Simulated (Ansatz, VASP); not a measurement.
Si2Mo in VASP and in Ansatz

```
Si Mo
1.0
     4.55054    0.00000    0.00000
    -2.27527    3.94088    0.00000
     0.00000    0.00000    6.53138
Si Mo
6 3
Direct
  0.16423 0.83577 0.83333
  0.32845 0.16423 0.16667
  0.83577 0.67155 0.50000
  0.83577 0.16423 0.83333
  0.67155 0.83577 0.16667
  0.16423 0.32845 0.50000
  0.50000 0.00000 0.50000
  0.00000 0.50000 0.16667
  0.50000 0.50000 0.83333
```

Alike in both runs: functional LDA; k mesh 9 × 9 × 6; occupations gaussian, width 0.01 eV; no spin polarisation.

Ansatz relaxed the structure, and its values are those at the end. VASP's run is a single point on that final structure, the one shown.

```csv
,VASP,Ansatz
version,VASP 6.6.1,Ansatz 0.2.0
potentials or method,"VASP PAW LDA potentials, release 64 (Si, Mo_sv), cutoff 520 eV","scalar-relativistic, plane waves, PAW"
valence electrons in the cell,66,66
```

VASP gave:

| Property | Result |
| --- | --- |
| gap on the k mesh at the Fermi level (eV) | 0.15 |
| least direct gap on the mesh (eV) | 0.58 |
| pressure (GPa) | 0.6 |

Problem. Estimate Ansatz's values.

Solution. gap on the k mesh at the Fermi level (eV): 0.15; least direct gap on the mesh (eV): 0.58; pressure (GPa): 0.0.

LDA's correlation is that of Perdew and Zunger in VASP and of Perdew and Wang (1992) in Ansatz.
